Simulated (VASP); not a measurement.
# GaSb3 (Fm-3m) in VASP: a series of runs

The runs below take GaSb3 through single point, with HSE06, PBEsol.

Everything below comes from runs of VASP 6.6.1. Logs are shortened: lines on timing, memory, paths and dates and some standing lists are left out, and cuts for length are marked.

### 1 The cell of the first run

The structure is cubic, space group Fm-3m (No. 225). Conventional cell: a = 7.461 Å, b = 7.461 Å, c = 7.461 Å, α = 90.00°, β = 90.00°, γ = 90.00°. Within 4.3 Å of Sb (site symmetry m-3m) lie 8 Sb at 3.23 Å and 6 Ga at 3.73 Å. Sb (site symmetry -43m) has 10 Sb at 3.23 to 3.73 Å and 4 Ga at 3.23 Å within 4.3 Å. Within 4.3 Å of Ga (site symmetry m-3m) lie 14 Sb at 3.23 to 3.73 Å.

### 2 Single point, HSE06

File POSCAR:

```
GaSb3
1.0
    0.0000000000      3.7305950000      3.7305950000
    3.7305950000      0.0000000000      3.7305950000
    3.7305950000      3.7305950000      0.0000000000
Sb Ga
3 1
Direct
    0.5000000000      0.5000000000      0.5000000000
    0.7500000000      0.7500000000      0.7500000000
    0.2500000000      0.2500000000      0.2500000000
    0.0000000000      0.0000000000      0.0000000000
```

File INCAR.step1:

```
SYSTEM = GaSb3
PREC = Accurate ; ENCUT = 520
EDIFF = 1E-5 ; ISMEAR = 0
SIGMA = 0.1 ; LREAL = .FALSE.
LASPH = .TRUE. ; NELM = 100
ALGO = Normal ; ISIF = 2
LWAVE = .TRUE. ; LCHARG = .FALSE.
GGA = PE ; NBANDS = 22
```

File INCAR.step2:

```
SYSTEM = GaSb3
PREC = Accurate ; ENCUT = 520
EDIFF = 1E-6 ; ISMEAR = 0
SIGMA = 0.1 ; LREAL = .FALSE.
LASPH = .TRUE. ; NELM = 100
ALGO = Normal ; ISIF = 2
LWAVE = .FALSE. ; LCHARG = .FALSE.
GGA = PE ; LHFCALC = .TRUE.
HFSCREEN = 0.2079 ; PRECFOCK = Normal
ISTART = 1 ; NBANDS = 22
```

File KPOINTS:

```
regular mesh
0
G
  3 3 3
  0 0 0
```

Potentials or basis: VASP PAW PBE potentials, release 64 (Sb, Ga_d).

On the command line:

```sh
$ cat potpaw_PBE.64/Sb/POTCAR potpaw_PBE.64/Ga_d/POTCAR > POTCAR
$ cp INCAR.step1 INCAR
$ mpirun -np 1 vasp_std > vasp.out
$ cp INCAR.step2 INCAR
$ mpirun -np 1 vasp_std > vasp.out
```

OUTCAR:

```text
SYSTEM = GaSb3
   PREC = Accurate
   ENCUT = 520
   EDIFF = 1E-6
   ISMEAR = 0
   LREAL = .FALSE.
   LASPH = .TRUE.
   NELM = 100
   ISIF = 2
   GGA = PE
   LHFCALC = .TRUE.
   HFSCREEN = 0.2079
   PRECFOCK = Normal
   ISTART = 1

 ion  position               nearest neighbor table
   1  0.500  0.500  0.500-   3 3.23   3 3.23   3 3.23   2 3.23   3 3.23   2 3.23   2 3.23   2 3.23

   2  0.750  0.750  0.750-   1 3.23   1 3.23   1 3.23   1 3.23   4 3.23   4 3.23   4 3.23   4 3.23
                             3 3.73   3 3.73   3 3.73   3 3.73   3 3.73   3 3.73
   3  0.250  0.250  0.250-   4 3.23   4 3.23   4 3.23   1 3.23   4 3.23   1 3.23   1 3.23   1 3.23
                             2 3.73   2 3.73   2 3.73   2 3.73   2 3.73   2 3.73
   4  0.000  0.000  0.000-   2 3.23   2 3.23   2 3.23   2 3.23   3 3.23   3 3.23   3 3.23   3 3.23

  LATTYP: Found a face centered cubic cell.
 ALAT       =     7.4611900000

  Lattice vectors:

 A1 = (   0.0000000000,   3.7305950000,   3.7305950000)
 A2 = (   3.7305950000,   0.0000000000,   3.7305950000)
 A3 = (   3.7305950000,   3.7305950000,   0.0000000000)

Analysis of symmetry for initial positions (statically):
=====================================================================
 Subroutine PRICEL returns:
 Original cell was already a primitive cell.

 Routine SETGRP: Setting up the symmetry group for a
 face centered cubic supercell.

 Subroutine GETGRP returns: Found 48 space group operations
 (whereof 48 operations were pure point group operations)
 out of a pool of 48 trial point group operations.

The static configuration has the point symmetry O_h .

Analysis of symmetry for dynamics (positions and initial velocities):
=====================================================================
 Subroutine PRICEL returns:
 Original cell was already a primitive cell.

 Routine SETGRP: Setting up the symmetry group for a
 face centered cubic supercell.

 Subroutine GETGRP returns: Found 48 space group operations
 (whereof 48 operations were pure point group operations)
 out of a pool of 48 trial point group operations.

The dynamic configuration has the point symmetry O_h .

 Subroutine INISYM returns: Found 48 space group operations
 (whereof 48 operations are pure point group operations),
 and found     1 'primitive' translations

----------------------------------------------------------------------------------------

                                     Primitive cell

  volume of cell :     103.8399

  direct lattice vectors                    reciprocal lattice vectors
     0.000000000  3.730595000  3.730595000    -0.134026878  0.134026878  0.134026878
     3.730595000  0.000000000  3.730595000     0.134026878 -0.134026878  0.134026878
     3.730595000  3.730595000  0.000000000     0.134026878  0.134026878 -0.134026878

  length of vectors
     5.275858045  5.275858045  5.275858045     0.232141362  0.232141362  0.232141362

  position of ions in fractional coordinates (direct lattice)
     0.500000000  0.500000000  0.500000000
     0.750000000  0.750000000  0.750000000
     0.250000000  0.250000000  0.250000000
     0.000000000  0.000000000  0.000000000

  ion indices of the primitive-cell ions
   primitive index   ion index
                 1           1
                 2           2
                 3           3
                 4           4

----------------------------------------------------------------------------------------

 KPOINTS: regular mesh

Automatic generation of k-mesh.
 Grid dimensions read from file:
 generate k-points for:    3    3    3

 Generating k-lattice:

  Cartesian coordinates                     Fractional coordinates (reciprocal lattice)
    -0.044675626  0.044675626  0.044675626     0.333333333  0.000000000  0.000000000
     0.044675626 -0.044675626  0.044675626     0.000000000  0.333333333  0.000000000
     0.044675626  0.044675626 -0.044675626     0.000000000  0.000000000  0.333333333

  Length of vectors
     0.077380454  0.077380454  0.077380454

  Shift w.r.t. Gamma in fractional coordinates (k-lattice)
     0.000000000  0.000000000  0.000000000

 Subroutine IBZKPT returns following result:
 ===========================================

 Found      4 irreducible k-points:

 Following reciprocal coordinates:
            Coordinates               Weight
  0.000000  0.000000  0.000000      1.000000
  0.333333  0.000000  0.000000      8.000000
  0.333333  0.333333  0.000000      6.000000
 -0.333333  0.333333  0.000000     12.000000
   k-points           NKPTS =      4   k-points in BZ     NKDIM =     27   number of bands    NBANDS=     22
   number of dos      NEDOS =    301   number of ions     NIONS =      4
   total plane-waves  NPLWV =  64000
   dimension x,y,z NGX =    40 NGY =   40 NGZ =   40
   dimension x,y,z NGXF=    80 NGYF=   80 NGZF=   80
   ions per type =               3   1
   NGX,Y,Z   is equivalent  to a cutoff of  12.60, 12.60, 12.60 a.u.
   NGXF,Y,Z  is equivalent  to a cutoff of  25.21, 25.21, 25.21 a.u.
 SYSTEM =  GaSb3
   PREC   = accura    normal or accurate (medium, high low for compatibility)
   ISTART =      1    job   : 0-new  1-cont  2-samecut
   ICHARG =      0    charge: 1-file 2-atom 10-const
   ISPIN  =      1    spin polarized calculation?
   LNONCOLLINEAR =      F non collinear calculations
   LSORBIT =      F    spin-orbit coupling
   LASPH  =      T    aspherical Exc in radial PAW
   ENCUT  =  520.0 eV  38.22 Ry    6.18 a.u.   9.81  9.81  9.81*2*pi/ulx,y,z
   NELM   =    100;   NELMIN=  2; NELMDL=  0     # of ELM steps
   EDIFF  = 0.1E-05   stopping-criterion for ELM
   LREAL  =      F    real-space projection
   EDIFFG = 0.1E-04   stopping-criterion for IOM
   NSW    =      0    number of steps for IOM
   IBRION =     -1    ionic relax: 0-MD 1-quasi-New 2-CG
   NFREE  =      0    steps in history (QN), initial steepest desc. (CG)
   ISIF   =      2    stress and relaxation
   ISYM   =      3    0-nonsym 1-usesym 2-fastsym
   POTIM  = 0.5000    time-step for ionic-motion
   TEBEG  =    0.0;   TEEND  =   0.0 temperature during run
   PSTRESS=    0.0 pullay stress
   NELECT =      28.0000    total number of electrons
   NUPDOWN=      -1.0000    fix difference up-down
   EMIN   =  10.00;   EMAX   =-10.00  energy-range for DOS
   EFERMI =   0.00;   METHOD = LEGACY
   ISMEAR =     0;   SIGMA  =   0.10  broadening in eV -4-tet -1-fermi 0-gaus
   EFERMI_NEDOS =   21; number of points for ismear=-14 and -15
   IALGO  =     38    algorithm
   IMIX   =      1    mixing-type and parameters
     AMIX     =   0.40;   BMIX     =  1.00
     AMIX_MAG =   1.60;   BMIX_MAG =  1.00
  volume/ion in A,a.u.               =      25.96       175.19
  Fermi-wavevector in a.u.,A,eV,Ry     =   1.057644  1.998657 15.219617  1.118610
  Thomas-Fermi vector in A             =   2.192924
   LORBIT       =      0    0 simple, 1 ext, 2 COOP (PROOUT), +10 PAW based schemes
   GGA     = PE    functional components
   LHFCALC =     T    Hartree Fock is set to
   PRECFOCK=normal    Normal, Fast or Accurate (Low or Medium for compatibility)
   ENCUT4O =  -1.0   cutoff for four orbital integrals eV
   NKREDX  =     1    reduce k-point grid by
   NKREDY  =     1    reduce k-point grid by
   NKREDZ  =     1    reduce k-point grid by
   AEXX    =    0.2500 exact exchange contribution
   HFSCREEN=    0.2079 screening length (either q_TF or 0.3 A-1)
   HFSCREENC=   0.2079 screening length for correlation (either q_TF or 0.3 A-1)
   ENCUTFOCK=  -1.0 apply spherical cutoff to Coloumb kernel
   IVDW    =     0    specifies the selected vdW correction
   LEPSILON=     F    determine dielectric tensor
   LRPA    =     F    only Hartree local field effects (RPA)
 non-spin polarized calculation
 Gauss-broadening in eV      SIGMA  =   0.10
  energy-cutoff  :      520.00
  volume of cell :      103.84
 maximum number of plane-waves:      2822
  NGX = 30; NGY = 30; NGZ = 30

 number of electron      28.0000014 magnetization

 Free energy of the ion-electron system (eV)
  ---------------------------------------------------
  ext. energy  EPLUGINS =         0.00000000
  ---------------------------------------------------
  free energy    TOTEN  =       -17.42116395 eV

  energy without entropy =      -17.39831014  energy(sigma->0) =      -17.40973704

 E-fermi :   7.2572     XC(G=0):  -8.4464

 val. band max:        7.2267668026   @ k =   0.3333   0.3333   0.0000
 cond. band min:       7.9192570309   @ k =   0.3333   0.3333   0.0000
 fundamental gap:      0.6924902283
 Fermi energy:         7.2572231172

 k-point     1 :       0.0000    0.0000    0.0000
  band No.  band energies     occupation
      1     -10.4430      2.00000
      2     -10.4430      2.00000
      3     -10.4430      2.00000
      4     -10.4301      2.00000
      5     -10.4301      2.00000
      6      -6.5227      2.00000
[... 14 lines left out ...]
     21      14.9115      0.00000
     22      14.9115      0.00000

 k-point     2 :       0.3333    0.0000    0.0000
  band No.  band energies     occupation
      1     -10.4452      2.00000
      2     -10.4416      2.00000
      3     -10.4416      2.00000
      4     -10.4305      2.00000
      5     -10.4305      2.00000
      6      -5.5974      2.00000
[... 14 lines left out ...]
     21      12.4974      0.00000
     22      14.1974      0.00000

 k-point     3 :       0.3333    0.3333    0.0000
  band No.  band energies     occupation
      1     -10.4471      2.00000
      2     -10.4403      2.00000
      3     -10.4403      2.00000
      4     -10.4324      2.00000
      5     -10.4295      2.00000
      6      -5.2774      2.00000
[... 14 lines left out ...]
     21      11.7064      0.00000
     22      12.2685      0.00000

 k-point     4 :      -0.3333    0.3333    0.0000
  band No.  band energies     occupation
      1     -10.4449      2.00000
      2     -10.4425      2.00000
      3     -10.4401      2.00000
      4     -10.4319      2.00000
      5     -10.4303      2.00000
      6      -4.2168      2.00000
[... 14 lines left out ...]
     21      13.2381      0.00000
     22      15.6274      0.00000

------------------------ aborting loop because EDIFF is reached ----------------------------------------

  FORCE on cell =-STRESS in cart. coord.  units (eV):
  Direction    XX          YY          ZZ          XY          YZ          ZX
  --------------------------------------------------------------------------------------
  -------------------------------------------------------------------------------------
  Total       -0.5155442     -0.5155442     -0.5155442      0.0000000      0.0000000     -0.0000000
  in kB       -7.9544871     -7.9544871     -7.9544871      0.0000000      0.0000000     -0.0000000
  external PRESSURE =      -7.9544871 kB  Pullay stress =       0.0000000 kB

 VOLUME and BASIS-vectors are now :
 -----------------------------------------------------------------------------
  energy-cutoff  :      520.00
  volume of cell :      103.84
      direct lattice vectors                 reciprocal lattice vectors
     0.000000000  3.730595000  3.730595000    -0.134026878  0.134026878  0.134026878
     3.730595000  0.000000000  3.730595000     0.134026878 -0.134026878  0.134026878
     3.730595000  3.730595000  0.000000000     0.134026878  0.134026878 -0.134026878

 POSITION                                       TOTAL-FORCE (eV/Angst)
 -----------------------------------------------------------------------------------
      3.73060      3.73060      3.73060        -0.000000      0.000000     -0.000000
      5.59589      5.59589      5.59589        -0.000000     -0.000000     -0.000000
      1.86530      1.86530      1.86530         0.000000      0.000000      0.000000
      0.00000      0.00000      0.00000        -0.000000     -0.000000     -0.000000
 -----------------------------------------------------------------------------------
    total drift:                               -0.000000     -0.000000      0.000001

  FREE ENERGIE OF THE ION-ELECTRON SYSTEM (eV)
  ---------------------------------------------------
  free  energy   TOTEN  =       -17.4211639461 eV

  energy  without entropy=      -17.3983101412  energy(sigma->0) =      -17.40973704
```

Run time: 10 min. Hardware: 1 thread of Intel Xeon Platinum 8559C (Emerald Rapids), shared host; peak memory 0.35 GiB.

Results:

```yaml
Free_energy: -17.4212 eV
Pressure: -0.8 GPa
Band_gap_on_the_k_mesh: zero (bands 14 and 15 overlap by 2.57 eV)
```

Caveat: the k points lie up to 0.49 Å⁻¹ apart, too coarse for converged energies and pressures of a metal; the PAW data sets were made with another functional, which shifts forces and pressure a little; spin-orbit coupling is left out, which moves the levels of the heavy elements.

### 3 Single point, HSE06

POSCAR is that of step 2.

File INCAR.step1:

```
ALGO = Normal ; EDIFF = 1E-5
ENCUT = 520 ; GGA = PE
ISIF = 2 ; ISMEAR = 0
LASPH = T ; LCHARG = F
LREAL = F ; LWAVE = T
NBANDS = 22 ; NELM = 60
PREC = Accurate ; SIGMA = 0.1
```

File INCAR.step2:

```
ALGO = Normal ; EDIFF = 1E-6
ENCUT = 520 ; GGA = PE
HFSCREEN = 0.2079 ; ISIF = 2
ISMEAR = 0 ; ISTART = 1
LASPH = T ; LCHARG = F
LHFCALC = T ; LREAL = F
LWAVE = F ; NBANDS = 22
NELM = 60 ; PREC = Accurate
PRECFOCK = Normal ; SIGMA = 0.1
```

File KPOINTS:

```
k-points
0
Gamma
  3 3 3
```

Potentials or basis: VASP PAW PBE potentials, release 64 (Sb, Ga_d).

On the command line:

```sh
$ cat potpaw_PBE.64/Sb/POTCAR potpaw_PBE.64/Ga_d/POTCAR > POTCAR
$ cp INCAR.step1 INCAR
$ mpirun -np 1 vasp_std > vasp.out
$ cp INCAR.step2 INCAR
$ mpirun -np 1 vasp_std > vasp.out
```

Wall time 10 min (1 thread of Intel Xeon Platinum 8559C (Emerald Rapids), shared host); peak memory 0.35 GiB.

It converged, with:

```
Free energy            : -17.4212 eV
Pressure               : -0.8 GPa
Band gap on the k mesh : zero (bands 14 and 15 overlap by 2.57 eV)
```

Levels at points of the mesh, in eV from the Fermi level:
| k point | band 12 | band 13 | band 14 | band 15 | band 16 | band 17 |
| --- | --- | --- | --- | --- | --- | --- |
| (0.00, 0.00, 0.00) | -2.78 | -2.60 | -2.60 | -2.60 | -0.63 | -0.63 |

Caveat: the k points lie up to 0.49 Å⁻¹ apart, too coarse for converged energies and pressures of a metal; the PAW data sets were made with another functional, which shifts forces and pressure a little; spin-orbit coupling is left out, which moves the levels of the heavy elements.

### 4 Single point, PBEsol, non-collinear spin, zero start, spin-orbit coupling

File INCAR:

```
  ALGO = Normal
  EDIFF = 1E-7
  ENCUT = 520
  GGA = PS
  GGA_COMPAT = F
  ISIF = 2
  ISMEAR = -1
  LASPH = T
  LCHARG = F
  LORBIT = 11
  LORBMOM = T
  LREAL = F
  LSORBIT = T
  LWAVE = F
  MAGMOM = 0 0 0 0 0 0 0 0 0 0 0 0
  NBANDS = 42
  NELM = 150
  PREC = Accurate
  SIGMA = 0.05
```

File KPOINTS:

```
k-points
0
Gamma
  6 6 6
```

POSCAR is that of step 3.

On the command line:

```sh
$ cat potpaw_PBE.64/Sb/POTCAR potpaw_PBE.64/Ga_d/POTCAR > POTCAR
$ mpirun -np 1 vasp_ncl > vasp.out
```

Run time: 5.3 min. Hardware: 1 thread of Intel Xeon 8259CL, shared host; peak memory 0.53 GiB.

Results (log left out):

```
Free energy                                           : -16.4325 eV
Pressure                                              : -3.3 GPa
Net moment                                            : 0.00 μB per cell
Valence electrons inside the program's atomic spheres : Sb 2.33, 2.34 (each value once); Ga 11.44
```

Moments on the atoms (μB; x, y, z):
```
Sb  0.00 0.00 0.00
Sb  0.00 0.00 0.00
Sb  0.00 0.00 0.00
Ga  0.00 0.00 0.00
```

Caveat: the cell stands under tension; the PAW data sets were made with another functional, which shifts forces and pressure a little.

The gap in the log of VASP goes by the Fermi energy; the results here count the filled bands.